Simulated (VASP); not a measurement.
SiC:

```
Si C
1.0
     3.09500    0.00000    0.00000
    -1.54750    2.68035    0.00000
     0.00000    0.00000   15.18644
Si C
6 6
Direct
  0.00000 0.00000 0.12504
  0.00000 0.00000 0.62504
  0.33333 0.66667 0.29182
  0.66667 0.33333 0.79182
  0.33333 0.66667 0.95831
  0.66667 0.33333 0.45831
  0.00000 0.00000 0.99969
  0.00000 0.00000 0.49969
  0.33333 0.66667 0.16683
  0.66667 0.33333 0.66683
  0.33333 0.66667 0.83332
  0.66667 0.33333 0.33332
```

| Property | Result |
| --- | --- |
| Program | VASP 6.6.1 |
| Task | relaxation of cell and atoms |
| Functional | LDA |
| Potentials or basis | VASP PAW LDA potentials, release 64 (Si, C) |
| Cutoff | 600 eV |
| k mesh | 12 × 12 × 2 |
| Occupations | gaussian, width 0.02 eV |
| Spin | no spin polarisation |

At the start: pressure -7.3 GPa; volume 10.50 Å³/atom.

**Question.** How do energy, volume and symmetry change on relaxing?

**Answer.** Over 6 steps the energy falls by 8.1 meV/atom and the volume is 10.15 Å³/atom (-3.3 %); space group P6_3mc (No. 186, to 0.1 Å) before and after.

Step by step:
```tsv
step	energy change (eV)	largest force (eV/Å)	pressure (GPa)	volume (Å³)
1	0.0000	0.0115	-7.26	125.98
2	0.0165	0.0347	8.79	117.50
3	-0.0978	0.0091	-0.06	121.81
4	-0.0978	0.0096	0.10	121.73
5	-0.0978	0.0098	-0.09	121.83
6	-0.0978	0.0014	0.00	121.78
```

Final structure:
```
CELL_PARAMETERS angstrom
3.06022 0.00000 0.00000
-1.53011 2.65023 0.00000
0.00000 0.00000 15.01586
ATOMIC_POSITIONS crystal
Si 0.00000 0.00000 0.12504
Si 0.00000 0.00000 0.62504
Si 0.33333 0.66667 0.29182
Si 0.66667 0.33333 0.79182
Si 0.33333 0.66667 0.95830
Si 0.66667 0.33333 0.45830
C 0.00000 0.00000 0.99969
C 0.00000 0.00000 0.49969
C 0.33333 0.66667 0.16683
C 0.66667 0.33333 0.66683
C 0.33333 0.66667 0.83332
C 0.66667 0.33333 0.33332
```
